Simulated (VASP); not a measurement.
# Cu2SiO3 (P1) in VASP: single point with PBEsol

Aim: the single point of Cu2SiO3 with PBEsol.

Everything below comes from runs of VASP 6.6.1. Logs are shortened: lines on timing, memory, paths and dates and some standing lists are left out, and cuts for length are marked.

**1. The cell of the first run**

The typed cell holds 6 atoms: a = 2.686 Å, b = 2.686 Å, c = 12.429 Å, α = 90.69°, β = 88.88°, γ = 120.00°.

**2. Single point, PBEsol**

INCAR

```
SYSTEM = Cu2SiO3
PREC     = Accurate       ! precision mode
ENCUT    = 520            ! plane-wave cutoff, eV
EDIFF    = 1E-6           ! SCF threshold, eV
ISMEAR   = -1             ! smearing method
SIGMA    = 0.05           ! smearing width, eV
LREAL    = .False.        ! projectors in reciprocal space
LASPH    = .True.         ! aspherical terms in the spheres
NELM     = 80             ! most SCF steps
ALGO     = Normal         ! electronic algorithm
ISIF     = 2              ! what is computed and relaxed
LWAVE    = .False.        ! write WAVECAR
LCHARG   = .True.         ! write CHGCAR
GGA      = PS             ! functional
LELF     = .True.         ! ELF
LVHAR    = .True.       
NBANDS   = 31             ! bands
```

KPOINTS

```
Automatic mesh
0
Gamma
  9 9 2
  0 0 0
```

POSCAR

```
Cu2SiO3
1.0
    2.6860860716      0.0000027278      0.0262778003
   -1.3430329399      2.3264553511     -0.0161439389
    0.1221731104     -0.0149346035     12.4285145465
Cu Si O
2 1 3
Direct
    0.3469986005      0.6737943494      0.8966018798
    0.6624705558      0.3434260359      0.1097482241
    0.0158608464      0.0229027597      0.5036394679
    0.3553573119      0.6885928002      0.4304105521
    0.6763571142      0.3572000781      0.5768712958
    0.0047866836      0.0086511537      0.0031754498
```

Potentials or basis: VASP PAW PBE potentials, release 64 (Cu, Si, O).

Command:

```sh
$ cat potpaw_PBE.64/Cu/POTCAR potpaw_PBE.64/Si/POTCAR potpaw_PBE.64/O/POTCAR > POTCAR
$ mpirun -np 1 vasp_std > vasp.out
```

OUTCAR:

```text
SYSTEM = Cu2SiO3
   PREC = Accurate
   ENCUT = 520
   EDIFF = 1E-6
   ISMEAR = -1
   LREAL = .False.
   LASPH = .True.
   NELM = 80
   ISIF = 2
   GGA = PS

 ion  position               nearest neighbor table
   1  0.347  0.674  0.897-   6 2.04   6 2.04   6 2.04
   2  0.662  0.343  0.110-   6 2.04   6 2.04   6 2.04
   3  0.016  0.023  0.504-   4 1.80   5 1.80   4 1.80   5 1.80   4 1.80   5 1.80
   4  0.355  0.689  0.430-   3 1.80   3 1.80   3 1.80
   5  0.676  0.357  0.577-   3 1.80   3 1.80   3 1.80
   6  0.005  0.009  0.003-   1 2.04   2 2.04   2 2.04   1 2.04   2 2.04   1 2.04

  LATTYP: Found a triclinic cell.
 ALAT       =     2.6862146055
 B/A-ratio  =     1.0000382971
 C/A-ratio  =     4.6270033541
 COS(alpha) =     0.0076460019
 COS(beta)  =     0.0196110971
 COS(gamma) =     0.4999745466

  Lattice vectors:

 A1 = (   2.6860860716,   0.0000027278,   0.0262778003)
 A2 = (   1.3430531317,   2.3264580789,   0.0101338614)
 A3 = (   0.1221731104,  -0.0149346035,  12.4285145465)

Analysis of symmetry for initial positions (statically):
=====================================================================
 Subroutine PRICEL returns:
 Original cell was already a primitive cell.

 Routine SETGRP: Setting up the symmetry group for a
 triclinic supercell.

 Subroutine GETGRP returns: Found  1 space group operations
 (whereof  1 operations were pure point group operations)
 out of a pool of  2 trial point group operations.

The static configuration has the point symmetry C_1 .

Analysis of symmetry for dynamics (positions and initial velocities):
=====================================================================
 Subroutine PRICEL returns:
 Original cell was already a primitive cell.

 Routine SETGRP: Setting up the symmetry group for a
 triclinic supercell.

 Subroutine GETGRP returns: Found  1 space group operations
 (whereof  1 operations were pure point group operations)
 out of a pool of  2 trial point group operations.

The dynamic configuration has the point symmetry C_1 .

 Subroutine INISYM returns: Found  1 space group operations
 (whereof  1 operations are pure point group operations),
 and found     1 'primitive' translations

----------------------------------------------------------------------------------------

                                     Primitive cell

  volume of cell :      77.6590

  direct lattice vectors                    reciprocal lattice vectors
     2.686086072  0.000002728  0.026277800     0.372321950  0.214913098 -0.003401701
    -1.343032940  2.326455351 -0.016143939    -0.000005490  0.429838882  0.000516566
     0.122173110 -0.014934603 12.428514547    -0.000787213  0.000103942  0.080468002

  length of vectors
     2.686214606  2.686334418 12.429123989     0.429910276  0.429839192  0.080471919

  position of ions in fractional coordinates (direct lattice)
     0.346998601  0.673794349  0.896601880
     0.662470556  0.343426036  0.109748224
     0.015860846  0.022902760  0.503639468
     0.355357312  0.688592800  0.430410552
     0.676357114  0.357200078  0.576871296
     0.004786684  0.008651154  0.003175450

  ion indices of the primitive-cell ions
   primitive index   ion index
                 1           1
                 2           2
                 3           3
                 4           4
                 5           5
                 6           6

----------------------------------------------------------------------------------------

 KPOINTS: Automatic mesh

Automatic generation of k-mesh.
 Grid dimensions read from file:
 generate k-points for:    9    9    2

 Generating k-lattice:

  Cartesian coordinates                     Fractional coordinates (reciprocal lattice)
     0.041369106  0.023879233 -0.000377967     0.111111111 -0.000000000  0.000000000
    -0.000000610  0.047759876  0.000057396     0.000000000  0.111111111  0.000000000
    -0.000393607  0.000051971  0.040234001     0.000000000  0.000000000  0.500000000

  Length of vectors
     0.047767808  0.047759910  0.040235960

  Shift w.r.t. Gamma in fractional coordinates (k-lattice)
     0.000000000  0.000000000  0.000000000

 Subroutine IBZKPT returns following result:
 ===========================================

 Found     82 irreducible k-points:

 Following reciprocal coordinates:
            Coordinates               Weight
  0.000000  0.000000  0.000000      1.000000
  0.111111  0.000000 -0.000000      2.000000
  0.222222  0.000000 -0.000000      2.000000
  0.333333 -0.000000  0.000000      2.000000
  0.444444  0.000000 -0.000000      2.000000
  0.000000  0.111111  0.000000      2.000000
[... 16 lines left out ...]
 -0.111111  0.222222 -0.000000      2.000000
  0.000000  0.333333  0.000000      2.000000
 [... further k-points ...]
   k-points           NKPTS =     82   k-points in BZ     NKDIM =     82   number of bands    NBANDS=     31
   number of dos      NEDOS =    301   number of ions     NIONS =      6
   total plane-waves  NPLWV =  38400
   dimension x,y,z NGX =    20 NGY =   20 NGZ =   96
   dimension x,y,z NGXF=    40 NGYF=   40 NGZF=  192
   ions per type =               2   1   3
   NGX,Y,Z   is equivalent  to a cutoff of  12.38, 12.38, 12.84 a.u.
   NGXF,Y,Z  is equivalent  to a cutoff of  24.76, 24.75, 25.68 a.u.
 SYSTEM =  Cu2SiO3
   PREC   = accura    normal or accurate (medium, high low for compatibility)
   ISTART =      0    job   : 0-new  1-cont  2-samecut
   ICHARG =      2    charge: 1-file 2-atom 10-const
   ISPIN  =      1    spin polarized calculation?
   LNONCOLLINEAR =      F non collinear calculations
   LSORBIT =      F    spin-orbit coupling
   LASPH  =      T    aspherical Exc in radial PAW
   ENCUT  =  520.0 eV  38.22 Ry    6.18 a.u.   4.99  4.99 23.11*2*pi/ulx,y,z
   NELM   =     80;   NELMIN=  2; NELMDL= -5     # of ELM steps
   EDIFF  = 0.1E-05   stopping-criterion for ELM
   LREAL  =      F    real-space projection
   EDIFFG = 0.1E-04   stopping-criterion for IOM
   NSW    =      0    number of steps for IOM
   IBRION =     -1    ionic relax: 0-MD 1-quasi-New 2-CG
   NFREE  =      0    steps in history (QN), initial steepest desc. (CG)
   ISIF   =      2    stress and relaxation
   ISYM   =      2    0-nonsym 1-usesym 2-fastsym
   POTIM  = 0.5000    time-step for ionic-motion
   TEBEG  =    0.0;   TEEND  =   0.0 temperature during run
   PSTRESS=    0.0 pullay stress
   NELECT =      44.0000    total number of electrons
   NUPDOWN=      -1.0000    fix difference up-down
   EMIN   =  10.00;   EMAX   =-10.00  energy-range for DOS
   EFERMI =   0.00;   METHOD = LEGACY
   ISMEAR =    -1;   SIGMA  =   0.05  broadening in eV -4-tet -1-fermi 0-gaus
   EFERMI_NEDOS =   21; number of points for ismear=-14 and -15
   IALGO  =     38    algorithm
   IMIX   =      4    mixing-type and parameters
     AMIX     =   0.40;   BMIX     =  1.00
     AMIX_MAG =   1.60;   BMIX_MAG =  1.00
  volume/ion in A,a.u.               =      12.94        87.34
  Fermi-wavevector in a.u.,A,eV,Ry     =   1.354654  2.559926 24.967893  1.835088
  Thomas-Fermi vector in A             =   2.481808
   LORBIT       =      0    0 simple, 1 ext, 2 COOP (PROOUT), +10 PAW based schemes
   GGA     = PS    functional components
   LHFCALC =     F    Hartree Fock is set to
   AEXX    =    0.0000 exact exchange contribution
   IVDW    =     0    specifies the selected vdW correction
   LEPSILON=     F    determine dielectric tensor
   LRPA    =     F    only Hartree local field effects (RPA)
 non-spin polarized calculation
  energy-cutoff  :      520.00
  volume of cell :       77.66
 maximum number of plane-waves:      2122
   NGX =  9   NGY =  9   NGZ = 47

 number of electron      43.9999998 magnetization

 Free energy of the ion-electron system (eV)
  ---------------------------------------------------
  ext. energy  EPLUGINS =         0.00000000
  ---------------------------------------------------
  free energy    TOTEN  =       -36.85150250 eV

  energy without entropy =      -36.82716443  energy(sigma->0) =      -36.83933346

 E-fermi :   4.3490     XC(G=0): -10.0222

 val. band max:        4.3051590617   @ k =  -0.4444   0.4444   0.0000
 cond. band min:       4.3791856126   @ k =   0.1111   0.0000   0.5000
 fundamental gap:      0.0740265509
 Fermi energy:         4.3489767884

 k-point     1 :       0.0000    0.0000    0.0000
  band No.  band energies     occupation
      1     -20.7289      2.00000
      2     -16.8388      2.00000
      3     -15.5863      2.00000
      4      -4.1072      2.00000
      5      -3.5423      2.00000
      6      -1.6001      2.00000
[... 23 lines left out ...]
     30      13.8614      0.00000
     31      13.8630      0.00000

 k-point     2 :       0.1111    0.0000   -0.0000
  band No.  band energies     occupation
      1     -20.5111      2.00000
      2     -16.7523      2.00000
      3     -15.4453      2.00000
      4      -4.0215      2.00000
      5      -3.3065      2.00000
      6      -2.7362      2.00000
[... 23 lines left out ...]
     30      14.2746      0.00000
     31      14.4695      0.00000

 k-point     3 :       0.2222    0.0000   -0.0000
  band No.  band energies     occupation
      1     -19.8874      2.00000
      2     -16.5557      2.00000
      3     -15.0653      2.00000
      4      -4.7670      2.00000
      5      -3.9945      2.00000
      6      -2.7084      2.00000
[... 23 lines left out ...]
     30      14.6387      0.00000
     31      15.2280      0.00000

 k-point     4 :       0.3333   -0.0000    0.0000
  band No.  band energies     occupation
      1     -18.9674      2.00000
      2     -16.4466      2.00000
      3     -14.5843      2.00000
      4      -6.5329      2.00000
      5      -4.8720      2.00000
      6      -3.0448      2.00000
[... 23 lines left out ...]
     30      14.1440      0.00000
     31      14.2869      0.00000

 k-point     5 :       0.4444    0.0000   -0.0000
  band No.  band energies     occupation
      1     -18.0436      2.00000
      2     -16.6418      2.00000
      3     -14.2334      2.00000
      4      -7.5494      2.00000
      5      -5.6738      2.00000
      6      -3.3505      2.00000
[... 23 lines left out ...]
     30      14.4860      0.00000
     31      14.6879      0.00000
[... 542 lines left out ...]
     30      14.2459      0.00000
     31      15.6808      0.00000

 k-point    22 :      -0.2222    0.2222    0.0000
  band No.  band energies     occupation
      1     -19.8874      2.00000
      2     -16.5557      2.00000
      3     -15.0653      2.00000
      4      -4.7669      2.00000
      5      -3.9946      2.00000
      6      -2.7083      2.00000
[... 23 lines left out ...]
     30      14.6268      0.00000
     31      15.2267      0.00000

 k-point    23 :      -0.1111    0.2222   -0.0000
  band No.  band energies     occupation
      1     -20.0899      2.00000
      2     -16.6095      2.00000
      3     -15.1843      2.00000
      4      -4.0647      2.00000
      5      -3.8943      2.00000
      6      -2.9308      2.00000
[... 23 lines left out ...]
     30      14.8320      0.00000
     31      15.1804      0.00000

 k-point    24 :       0.0000    0.3333    0.0000
  band No.  band energies     occupation
      1     -18.9675      2.00000
      2     -16.4468      2.00000
      3     -14.5844      2.00000
      4      -6.5330      2.00000
      5      -4.8722      2.00000
      6      -3.0441      2.00000
[... 23 lines left out ...]
     30      14.1284      0.00000
     31      14.3153      0.00000

 [... further k-points ...]

------------------------ aborting loop because EDIFF is reached ----------------------------------------

  FORCE on cell =-STRESS in cart. coord.  units (eV):
  Direction    XX          YY          ZZ          XY          YZ          ZX
  --------------------------------------------------------------------------------------
  -------------------------------------------------------------------------------------
  Total        0.4025743      0.3972592      0.1082745      0.0018079     -0.0012990      0.0055281
  in kB        8.3054845      8.1958287      2.2338035      0.0372982     -0.0268002      0.1140506
  external PRESSURE =       6.2450389 kB  Pullay stress =       0.0000000 kB

 VOLUME and BASIS-vectors are now :
 -----------------------------------------------------------------------------
  energy-cutoff  :      520.00
  volume of cell :       77.66
      direct lattice vectors                 reciprocal lattice vectors
     2.686086072  0.000002728  0.026277800     0.372321950  0.214913098 -0.003401701
    -1.343032940  2.326455351 -0.016143939    -0.000005490  0.429838882  0.000516566
     0.122173110 -0.014934603 12.428514547    -0.000787213  0.000103942  0.080468002

 POSITION                                       TOTAL-FORCE (eV/Angst)
 -----------------------------------------------------------------------------------
      0.13668      1.55416     11.14167         0.001056      0.000449     -0.039346
      1.33163      0.79733      1.37587        -0.000236      0.000178      0.039425
      0.07338      0.04576      6.25954        -0.000234     -0.000223      0.000176
      0.08230      1.59555      5.34759         0.000118     -0.000012     -0.037103
      1.40750      0.82240      7.18166        -0.000341      0.000137      0.036992
      0.00163      0.02008      0.03945        -0.000363     -0.000530     -0.000144
 -----------------------------------------------------------------------------------
    total drift:                                0.001178     -0.000473      0.000299

  FREE ENERGIE OF THE ION-ELECTRON SYSTEM (eV)
  ---------------------------------------------------
  free  energy   TOTEN  =       -36.8515025030 eV

  energy  without entropy=      -36.8271644260  energy(sigma->0) =      -36.83933346
```

It took 6.5 min on 1 thread of Intel Xeon 8259CL, shared host; peak memory 0.3 GiB.

Results:

* Free energy: -36.8515 eV
* Pressure: 0.6 GPa
* Largest force: 0.039 eV/Å
* Band gap on the k mesh: zero (bands 22 and 23 overlap by 0.17 eV)

Forces in eV/Å, atoms in the order of the input:
```
Cu   0.001  0.000 -0.039
Cu   0.000  0.000  0.039
Si   0.000  0.000  0.000
O    0.000  0.000 -0.037
O    0.000  0.000  0.037
O    0.000 -0.001  0.000
```

Caveat: semilocal functionals underestimate gaps, and a narrow one can read as zero; the PAW data sets were made with another functional, which shifts forces and pressure a little; semilocal functionals often make such compounds metallic where correlation or magnetic order opens a gap, which also shifts bond lengths.

The gap in the log of VASP goes by the Fermi energy; the results here count the filled bands.